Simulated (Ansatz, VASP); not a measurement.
InP: VASP beside Ansatz

Contents of INCAR:

```
SYSTEM = InP
PREC     = Accurate       ! precision mode
ENCUT    = 520            ! plane-wave cutoff, eV
EDIFF    = 1E-7           ! SCF threshold, eV
ISMEAR   = -1             ! smearing method
SIGMA    = 0.03           ! smearing width, eV
LREAL    = .FALSE.        ! projectors in reciprocal space
LASPH    = .TRUE.         ! aspherical terms in the spheres
NELM     = 100            ! most SCF steps
ALGO     = Normal         ! electronic algorithm
ISIF     = 2              ! what is computed and relaxed
LWAVE    = .FALSE.        ! write WAVECAR
LCHARG   = .FALSE.        ! write CHGCAR
GGA      = PE             ! functional
NBANDS   = 16             ! bands
```

File KPOINTS:

```
Automatic mesh
0
G
  11 11 11
  0 0 0
```

POSCAR

```
InP
1.0
    0.0000000000      2.8550000000      2.7693500000
    2.8550000000      0.0000000000      2.7693500000
    2.8550000000      2.8550000000      0.0000000000
In P
1 1
Direct
    0.0000000000      0.0000000000      0.0000000000
    0.5000000000      0.5000000000      0.5000000000
```

Input for Ansatz:

```yaml
crystal:
  lattice:
    - [0.0, 2.855, 2.76935]
    - [2.855, 0.0, 2.76935]
    - [2.855, 2.855, 0.0]
  atoms:
    - { symbol: In, position: [0.0, 0.0, 0.0] }
    - { symbol: P, position: [0.5, 0.5, 0.5] }
kpoints:
  mp_grid: { grid: [11, 11, 11] }
  band_path:
    path:
      - [0.0, 0.0, 0.0]
      - [0.0, 0.5, 0.5]
      - [0.25, 0.75, 0.5]
      - [0.0, 0.5, 0.0]
      - [0.0, 0.0, 0.0]
      - [0.5, 0.5, 0.0]
      - [0.3828515251, 0.6171484749, 0.0]
      - [-0.3828515251, 0.3828515251, 0.0]
      - [0.0, 0.0, 0.0]
    npoints: 5
scf:
  occupations: { method: fermi_dirac, width: 0.03 }
hamiltonian:
  xc: pbe
  pseudopotentials: { kind: all_electron, lapw: { basis_error: 0.00025 } }
output:
  forces: true
  stress: true
  eigenvalues: true
```

Change from the starting cell: zz strain of -3 %.

Alike in both runs: task single point; functional PBE; k mesh 11 × 11 × 11; occupations fermi-dirac, width 0.03 eV; no spin polarisation.

```csv
,VASP,Ansatz
version,VASP 6.6.1,Ansatz 0.2.0
potentials or method,"VASP PAW PBE potentials, release 64 (In_d, P), cutoff 520 eV","all-electron LAPW, scalar-relativistic"
```

|  | VASP | Ansatz | Ansatz less VASP |
| --- | --- | --- | --- |
| pressure (GPa) | -3.8 | -3.7 | +0.04 |
| traceless stress, the component that is largest in VASP (GPa) | 2.04 | 2.05 | +0.007 |

Ansatz ran all-electron here, and VASP with PAW potentials.
